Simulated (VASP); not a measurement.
# SnSe (Pnma) in VASP: single point with PBE+D3(BJ)

Aim: the single point of SnSe with PBE+D3(BJ).

All numbers are computed with VASP 6.6.1; they aren't measurements. Logs are shortened: lines on timing, memory, paths and dates and some standing lists are left out, and cuts for length are marked.

## 1. The cell of the first run

It takes space group Pnma (No. 62, orthorhombic). The conventional cell has a = 11.265 Å, b = 4.123 Å, c = 4.248 Å, α = 90.00°, β = 90.00°, γ = 90.00°. Sn (site symmetry m) has 6 Se at 2.74 to 3.38 Å and 2 Sn at 3.39 Å within 3.6 Å. Se (site symmetry m) has 6 Sn at 2.74 to 3.38 Å within 3.6 Å.

## 2. Single point, PBE+D3(BJ) (24.66 Å³/atom)

Contents of INCAR:

```
PREC = Accurate
ENCUT = 520
EDIFF = 1E-6
ISMEAR = 0
SIGMA = 0.02
LREAL = F
LASPH = T
NELM = 60
ALGO = Normal
ISIF = 2
LWAVE = F
LCHARG = T
GGA = PE
IVDW = 12
LELF = T
LVHAR = T
NBANDS = 50
```

Contents of KPOINTS:

```
Automatic mesh
0
Gamma
  4 8 8
```

Contents of POSCAR:

```
SnSe
1.0
   11.2654207570      0.0000000000      0.0000000000
    0.0000000000      4.1226867732      0.0000000000
    0.0000000000      0.0000000000      4.2479606778
Sn Se
4 4
Direct
    0.1163696667      0.2500000000      0.0712689550
    0.3836303333      0.7500000000      0.5712689550
    0.6163696667      0.2500000000      0.4287310450
    0.8836303333      0.7500000000      0.9287310450
    0.3587810675      0.2500000000      0.0192550718
    0.1412189325      0.7500000000      0.5192550718
    0.8587810675      0.2500000000      0.4807449282
    0.6412189325      0.7500000000      0.9807449282
```

Potentials or basis: VASP PAW PBE potentials, release 64 (Sn_d, Se).

Command:

```bash
cat potpaw_PBE.64/Sn_d/POTCAR potpaw_PBE.64/Se/POTCAR > POTCAR
mpirun -np 1 vasp_std > vasp.out
```

OUTCAR:

```text
PREC = Accurate
   ENCUT = 520
   EDIFF = 1E-6
   ISMEAR = 0
   LREAL = F
   LASPH = T
   NELM = 60
   ISIF = 2
   GGA = PE
   IVDW = 12
 IVDW          = 12

 ion  position               nearest neighbor table
   1  0.116  0.250  0.071-   5 2.74   6 2.82   6 2.82   6 3.13   6 3.13   4 3.39   4 3.39
   2  0.384  0.750  0.571-   6 2.74   5 2.82   5 2.82   5 3.13   5 3.13   3 3.39   3 3.39
   3  0.616  0.250  0.429-   7 2.74   8 2.82   8 2.82   8 3.13   8 3.13   2 3.39   2 3.39
   4  0.884  0.750  0.929-   8 2.74   7 2.82   7 2.82   7 3.13   7 3.13   1 3.39   1 3.39
   5  0.359  0.250  0.019-   1 2.74   2 2.82   2 2.82   2 3.13   2 3.13
   6  0.141  0.750  0.519-   2 2.74   1 2.82   1 2.82   1 3.13   1 3.13
   7  0.859  0.250  0.481-   3 2.74   4 2.82   4 2.82   4 3.13   4 3.13
   8  0.641  0.750  0.981-   4 2.74   3 2.82   3 2.82   3 3.13   3 3.13

  LATTYP: Found a simple orthorhombic cell.
 ALAT       =     4.1226867732
 B/A-ratio  =     1.0303864716
 C/A-ratio  =     2.7325434545

  Lattice vectors:

 A1 = (   0.0000000000,   4.1226867732,   0.0000000000)
 A2 = (   0.0000000000,   0.0000000000,   4.2479606778)
 A3 = (  11.2654207570,   0.0000000000,   0.0000000000)

Analysis of symmetry for initial positions (statically):
=====================================================================
 Subroutine PRICEL returns:
 Original cell was already a primitive cell.

 Routine SETGRP: Setting up the symmetry group for a
 simple orthorhombic supercell.

 Subroutine GETGRP returns: Found  8 space group operations
 (whereof  2 operations were pure point group operations)
 out of a pool of  8 trial point group operations.

The static configuration has the point symmetry S_2 .
 The point group associated with its full space group is D_2h.

Analysis of symmetry for dynamics (positions and initial velocities):
=====================================================================
 Subroutine PRICEL returns:
 Original cell was already a primitive cell.

 Routine SETGRP: Setting up the symmetry group for a
 simple orthorhombic supercell.

 Subroutine GETGRP returns: Found  8 space group operations
 (whereof  2 operations were pure point group operations)
 out of a pool of  8 trial point group operations.

The dynamic configuration has the point symmetry S_2 .
 The point group associated with its full space group is D_2h.

 Subroutine INISYM returns: Found  8 space group operations
 (whereof  2 operations are pure point group operations),
[... 107 lines left out ...]
   NELM   =     60;   NELMIN=  2; NELMDL= -5     # of ELM steps
   EDIFF  = 0.1E-05   stopping-criterion for ELM
   LREAL  =      F    real-space projection
[... 7 lines left out ...]
   TEBEG  =    0.0;   TEEND  =   0.0 temperature during run
   PSTRESS=    0.0 pullay stress
   NELECT =      80.0000    total number of electrons
   NUPDOWN=      -1.0000    fix difference up-down
   EMIN   =  10.00;   EMAX   =-10.00  energy-range for DOS
   EFERMI =   0.00;   METHOD = LEGACY
   ISMEAR =     0;   SIGMA  =   0.02  broadening in eV -4-tet -1-fermi 0-gaus
   EFERMI_NEDOS =   21; number of points for ismear=-14 and -15
   IALGO  =     38    algorithm
   IMIX   =      4    mixing-type and parameters
     AMIX     =   0.40;   BMIX     =  1.00
     AMIX_MAG =   1.60;   BMIX_MAG =  1.00
  volume/ion in A,a.u.               =      24.66       166.42
  Fermi-wavevector in a.u.,A,eV,Ry     =   1.211719  2.289818 19.976945  1.468264
  Thomas-Fermi vector in A             =   2.347226
   LORBIT       =      0    0 simple, 1 ext, 2 COOP (PROOUT), +10 PAW based schemes
   GGA     = PE    functional components
   LHFCALC =     F    Hartree Fock is set to
   AEXX    =    0.0000 exact exchange contribution
   IVDW    =    12    specifies the selected vdW correction
   LEPSILON=     F    determine dielectric tensor
   LRPA    =     F    only Hartree local field effects (RPA)
 non-spin polarized calculation
 Gauss-broadening in eV      SIGMA  =   0.02
  energy-cutoff  :      520.00
  volume of cell :      197.29
 maximum number of plane-waves:      5356
 NGX is ok and might be reduce to    84
   NGX = 41   NGY = 15   NGZ = 15

 number of electron      79.9999966 magnetization

 Free energy of the ion-electron system (eV)
  ---------------------------------------------------
  ext. energy  EPLUGINS =         0.00000000
  ---------------------------------------------------
  free energy    TOTEN  =       -32.49722138 eV

  energy without entropy =      -32.49722138  energy(sigma->0) =      -32.49722138

 E-fermi :   6.5594     XC(G=0): -10.1009

 val. band max:        6.4300174819   @ k =   0.0000   0.0000   0.3750
 cond. band min:       6.7200028297   @ k =   0.0000   0.0000   0.0000
 fundamental gap:      0.2899853478
 Fermi energy:         6.5593922317

 k-point     1 :       0.0000    0.0000    0.0000
  band No.  band energies     occupation
      1     -15.0764      2.00000
      2     -15.0657      2.00000
      3     -15.0591      2.00000
      4     -15.0588      2.00000
      5     -15.0584      2.00000
      6     -15.0521      2.00000
[... 1261 lines left out ...]
     49      10.5977      0.00000
     50      10.5977      0.00000

 [... further k-points ...]

------------------------ aborting loop because EDIFF is reached ----------------------------------------

 Edisp (eV)   -3.13742

 E8    (eV) :    -1.4130

  FORCE on cell =-STRESS in cart. coord.  units (eV):
  Direction    XX          YY          ZZ          XY          YZ          ZX
  --------------------------------------------------------------------------------------
  -------------------------------------------------------------------------------------
  Total       3.24217     3.29100     3.24308     0.00000     0.00000     0.00000
  in kB      26.32923    26.72574    26.33661     0.00000     0.00000     0.00000
  external pressure =       26.46 kB  Pullay stress =        0.00 kB

 VOLUME and BASIS-vectors are now :
 -----------------------------------------------------------------------------
  energy-cutoff  :      520.00
  volume of cell :      197.29
      direct lattice vectors                 reciprocal lattice vectors
    11.265420757  0.000000000  0.000000000     0.088767213  0.000000000  0.000000000
     0.000000000  4.122686773  0.000000000     0.000000000  0.242560266  0.000000000
     0.000000000  0.000000000  4.247960678     0.000000000  0.000000000  0.235407076

 POSITION                                       TOTAL-FORCE (eV/Angst)
 -----------------------------------------------------------------------------------
      1.31095      1.03067      0.30275        -0.010522      0.000000     -0.008181
      4.32176      3.09202      2.42673         0.010522     -0.000000     -0.008181
      6.94366      1.03067      1.82123        -0.010522     -0.000000      0.008181
      9.95447      3.09202      3.94521         0.010522     -0.000000      0.008181
      4.04182      1.03067      0.08179         0.008953     -0.000000      0.008306
      1.59089      3.09202      2.20578        -0.008953      0.000000      0.008306
      9.67453      1.03067      2.04219         0.008953     -0.000000     -0.008306
      7.22360      3.09202      4.16617        -0.008953     -0.000000     -0.008306
 -----------------------------------------------------------------------------------
    total drift:                                0.000000     -0.000000     -0.000000

  FREE ENERGIE OF THE ION-ELECTRON SYSTEM (eV)
  ---------------------------------------------------
  free  energy   TOTEN  =       -35.6346442894 eV

  energy  without entropy=      -35.6346442894  energy(sigma->0) =      -35.63464429
```

OSZICAR:

```text
N       E                     dE             d eps       ncg     rms          rms(c)
DAV:   1     0.884362608598E+03    0.88436E+03   -0.36704E+04  8046   0.212E+03
DAV:   2     0.122146345245E+03   -0.76222E+03   -0.73740E+03  7524   0.607E+02
DAV:   3    -0.225151754185E+02   -0.14466E+03   -0.13772E+03  8758   0.206E+02
DAV:   4    -0.328112258148E+02   -0.10296E+02   -0.10074E+02  8976   0.549E+01
DAV:   5    -0.331587413507E+02   -0.34752E+00   -0.34628E+00  8686   0.107E+01    0.680E+00
DAV:   6    -0.325114653261E+02    0.64728E+00   -0.10941E+00 10414   0.558E+00    0.424E+00
DAV:   7    -0.325029963467E+02    0.84690E-02   -0.58318E-01  9930   0.281E+00    0.142E+00
DAV:   8    -0.324969434881E+02    0.60529E-02   -0.72328E-02  9780   0.171E+00    0.342E-01
DAV:   9    -0.324971715224E+02   -0.22803E-03   -0.84208E-03  9484   0.619E-01    0.999E-02
DAV:  10    -0.324971846020E+02   -0.13080E-04   -0.81453E-04 10074   0.162E-01    0.526E-02
DAV:  11    -0.324972389874E+02   -0.54385E-04   -0.29283E-04  9564   0.953E-02    0.240E-02
DAV:  12    -0.324972212933E+02    0.17694E-04   -0.43225E-05  9558   0.369E-02    0.909E-03
DAV:  13    -0.324972213832E+02   -0.89829E-07   -0.76016E-06  7062   0.945E-03
   1 F= -.35634644E+02 E0= -.35634644E+02  d E =-.592082E-22
```

It took 6.3 min on 1 thread of Intel Xeon Platinum 8488C (Sapphire Rapids), shared host; peak memory 0.65 GiB.

Results:

* Free energy: -35.6346 eV
* Pressure: 2.6 GPa
* Largest force: 0.013 eV/Å
* Band gap on the k mesh: 0.29 eV (least direct gap 0.72 eV)
* Dispersion energy per atom: -0.392 eV

Forces on the atoms (eV/Å):
```
Sn  -0.011  0.000 -0.008
Sn   0.011  0.000 -0.008
Sn  -0.011  0.000  0.008
Sn   0.011  0.000  0.008
Se   0.009  0.000  0.008
Se  -0.009  0.000  0.008
Se   0.009  0.000 -0.008
Se  -0.009  0.000 -0.008
```

Levels at points of the mesh, in eV from the valence-band top:
```
           k point  band 38  band 39  band 40  band 41  band 42  band 43
(0.00, 0.00, 0.00)    -1.49    -0.83    -0.71     0.29     3.16     3.16
(0.50, 0.00, 0.00)    -2.15    -0.71    -0.71     2.57     2.57     2.82
(0.00, 0.50, 0.00)    -1.13    -0.52    -0.52     0.76     0.76     1.41
(0.50, 0.50, 0.00)    -0.90    -0.90    -0.90     1.40     1.40     1.40
(0.00, 0.00, 0.50)    -0.84    -0.32    -0.32     1.05     1.05     1.18
(0.50, 0.00, 0.50)    -0.49    -0.20    -0.20     1.03     1.03     1.12
(0.00, 0.50, 0.50)    -2.53    -1.80    -1.80     2.59     2.59     2.95
(0.50, 0.50, 0.50)    -1.76    -1.76    -1.76     2.26     2.26     2.26
```

Caveat: semilocal functionals underestimate gaps, and a narrow one can read as zero; spin-orbit coupling is left out, which moves the levels of the heavy elements.
